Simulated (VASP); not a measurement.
A run of VASP 6.6.1:

INCAR

```
  ALGO = Normal
  EDIFF = 1E-6
  ENCUT = 520
  GGA = PE
  ISIF = 2
  ISMEAR = -1
  LASPH = True
  LCHARG = True
  LELF = True
  LREAL = False
  LVHAR = True
  LWAVE = False
  NBANDS = 36
  NELM = 60
  PREC = Accurate
  SIGMA = 0.02
```

File KPOINTS:

```
k-points
0
Gamma
  8 8 8
```

The input POSCAR:

```
Ga3Sb2As
1.0
   -2.1151891604      2.1151891604      8.9676249567
    2.1151891604     -2.1151891604      8.9676249567
    2.1151891604      2.1151891604     -8.9676249567
As Ga Sb
1 3 2
Direct
    0.0000000000      0.0000000000      0.0000000000
    0.5758512043      0.0758512043      0.5000000000
    0.2500000000      0.7500000000      0.5000000000
    0.9241487957      0.4241487957      0.5000000000
    0.6629889298      0.6629889298      0.0000000000
    0.3370110702      0.3370110702      0.0000000000
```

Potentials or basis: VASP PAW PBE potentials, release 64 (As, Ga_d, Sb).

Run with:

```bash
$ cat potpaw_PBE.64/As/POTCAR potpaw_PBE.64/Ga_d/POTCAR potpaw_PBE.64/Sb/POTCAR > POTCAR
$ mpirun -np 1 vasp_std > vasp.out
```

Hardware: 1 thread of Intel(R) Xeon(R) Platinum 8488C (Sapphire Rapids) (shared host).

Problem. Estimate the wall time of this run.

Solution. Run time: 13 min on 1 thread of Intel(R) Xeon(R) Platinum 8488C (Sapphire Rapids) (shared host), peak memory 0.86 GiB. Counts: scf iterations 14, k points 59.
